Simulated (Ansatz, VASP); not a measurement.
## Two plane-wave programs on AgCl

INCAR

```
SYSTEM = AgCl
PREC = Accurate
ENCUT = 520
EDIFF = 1E-6
ISMEAR = -1
SIGMA = 0.02
LREAL = .FALSE.
LASPH = .TRUE.
NELM = 100
ALGO = Normal
ISIF = 2
LWAVE = .FALSE.
LCHARG = .FALSE.
GGA = PE
NBANDS = 16
```

Contents of KPOINTS:

```
regular mesh
0
G
  8 8 8
  0 0 0
```

File POSCAR:

```
AgCl
1.0
    3.3955880382     -0.0633277169      0.0000000000
   -0.0633277169      3.3955880382      0.0000000000
    0.0000000000      0.0000000000      3.3955880382
Ag Cl
1 1
Direct
    0.0000000000      0.0000000000      0.0000000000
    0.5000000000      0.5000000000      0.5000000000
```

Input for Ansatz:

```yaml
crystal:
  lattice:
    - [3.3955880382, -0.0633277169, 0.0]
    - [-0.0633277169, 3.3955880382, 0.0]
    - [0.0, 0.0, 3.3955880382]
  atoms:
    - { symbol: Ag, position: [0.0, 0.0, 0.0] }
    - { symbol: Cl, position: [0.5, 0.5, 0.5] }
kpoints:
  mp_grid: { grid: [8, 8, 8] }
  band_path:
    path:
      - [0.0, 0.0, 0.0]
      - [0.0, 0.5, 0.0]
      - [0.5, 0.5, 0.0]
      - [0.5, 0.5, 0.5]
      - [0.0, 0.0, 0.5]
    npoints: 1
hamiltonian:
  xc: pbe
scf:
  occupations: { method: fermi_dirac, width: 0.02 }
  n_extra_bands: 4
output:
  forces: true
  stress: true
  eigenvalues: true
```

Change from the starting cell: shear_xy strain -3.7%.

Alike in both runs: task single point; functional PBE; k mesh 8 × 8 × 8; occupations fermi-dirac, width 0.02 eV; no spin polarisation.

```csv
,VASP,Ansatz
version,VASP 6.6.1,Ansatz 0.2.0
potentials or method,"VASP PAW PBE potentials, release 64 (Ag, Cl)","plane waves, PAW"
plane-wave cutoff (eV),520,420
valence electrons in the cell,18,26
```

```csv
,VASP,Ansatz,Ansatz less VASP
pressure (GPa),1.5,1.7,+0.14
"traceless stress, the component that is largest in VASP (GPa)",-0.40,-0.40,+0.009
```

VASP's potentials hold 18 valence electrons a cell and Ansatz's 26, so a difference there can come from the potentials and not from the codes.
